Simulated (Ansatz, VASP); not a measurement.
# One calculation of BaTiO3, two programs

```
Ba Ti O
1.0
     2.82767    1.63255    2.31773
    -2.82767    1.63255    2.31773
     0.00000   -3.26511    2.31773
Ba Ti O
1 1 3
Cartesian
  -2.7004 1.6624 2.3728
  -0.0605 -0.0667 3.6407
  -0.0308 -1.5655 4.5301
  -1.4487 0.8432 4.4791
  1.4127 0.7592 4.5299
```

Alike in both runs: functional PBE; k mesh 7 × 7 × 7; occupations fermi-dirac, width 0.05 eV; no spin polarisation; Hubbard terms Ti d U = 8.0 eV.

|  | VASP | Ansatz |
| --- | --- | --- |
| version | VASP 6.6.1 | Ansatz 0.2.0 |
| potentials or method | VASP PAW PBE potentials, release 64 (Ba_sv, Ti_sv, O) | Ansatz PAW |
| plane-wave cutoff (eV) | 520 | 420 |
| valence electrons in the cell | 40 | 40 |
| task | single point | band structure |

```csv
,VASP,Ansatz,Ansatz less VASP
gap on the k mesh at the Fermi level (eV),3.68,3.70,+0.019
least direct gap on the mesh (eV),4.18,4.16,-0.017
pressure (GPa),19.4,13.0,-6.41
"traceless stress, the component that is largest in VASP (GPa)",-5.87,-4.62,+1.251
rms of the force components (eV/Å),1.697,1.086,-0.6109
```

The programs project onto different local orbitals, so the same U acts differently, and such runs can settle in different states. Atom by atom the forces differ by 0.652 eV/Å (rms over components).

Neither program's run includes spin-orbit coupling.
